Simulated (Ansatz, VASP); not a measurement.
**One calculation of Li, two programs**

Contents of INCAR:

```
SYSTEM = Li
PREC = Accurate
ENCUT = 600
EDIFF = 1E-7
ISMEAR = -1
SIGMA = 0.05
LREAL = .False.
LASPH = .True.
NELM = 80
ALGO = Normal
ISIF = 3
LWAVE = .False.
LCHARG = .False.
GGA = B5
ALDAX = 1.0
AGGAX = 1.0
AGGAC = 1.0
ALDAC = 0.0
IVDW = 13
VDW_S6 = 1.0
VDW_S8 = 2.34076671
VDW_A1 = 0.44488865
VDW_A2 = 4.0933009
IBRION = 2
NSW = 60
EDIFFG = -0.01
```

Contents of KPOINTS:

```
regular mesh
0
Gamma
  11 11 11
  0 0 0
```

The input POSCAR:

```
Li
1.0
   -1.7546500000      1.7546500000      1.7546500000
    1.7546500000     -1.7546500000      1.7546500000
    1.7546500000      1.7546500000     -1.7546500000
Li
1
Direct
    0.0000000000      0.0000000000      0.0000000000
```

The input input.yaml:

```yaml
crystal:
  lattice:
    - [-1.75465, 1.75465, 1.75465]
    - [1.75465, -1.75465, 1.75465]
    - [1.75465, 1.75465, -1.75465]
  atoms:
    - { symbol: Li, position: [0.0, 0.0, 0.0] }
hamiltonian:
  xc: blyp
  pseudopotentials: { kind: paw }
  dispersion: d4
kpoints:
  mp_grid: { grid: [11, 11, 11] }
scf:
  occupations: { method: fermi_dirac, width: 0.05 }
output:
  forces: true
  stress: true
relax:
  f_tol: 0.01
  max_steps: 40
  cell: { stress_tol: 0.05 }
```

Alike in both runs: task relaxation of cell and atoms; functional BLYP; dispersion D4; k mesh 11 × 11 × 11; occupations fermi-dirac, width 0.05 eV; no spin polarisation.

```csv
,VASP,Ansatz
version,VASP 6.6.1,Ansatz 0.2.0
potentials or method,"VASP PAW PBE potentials, release 64 (Li_sv)",Ansatz PAW
plane-wave cutoff (eV),600,420
valence electrons in the cell,3,3
```

|  | VASP | Ansatz | Ansatz less VASP |
| --- | --- | --- | --- |
| relaxed volume (Å³/atom) | 19.43 | 19.60 | +0.168 |
| relaxed cell length with the largest relative difference (Å) | 2.933 | 2.942 | +0.0084 |

VASP's potentials were made for PBE, not for BLYP.

Noted on VASP's run: the cutoff is short for stress, so the pressure is rough. Noted on Ansatz's run: the potentials were made for another functional, which shifts forces and pressure; the plane-wave basis is chosen anew once the cell has moved, so the energies of steps on either side of that aren't comparable.
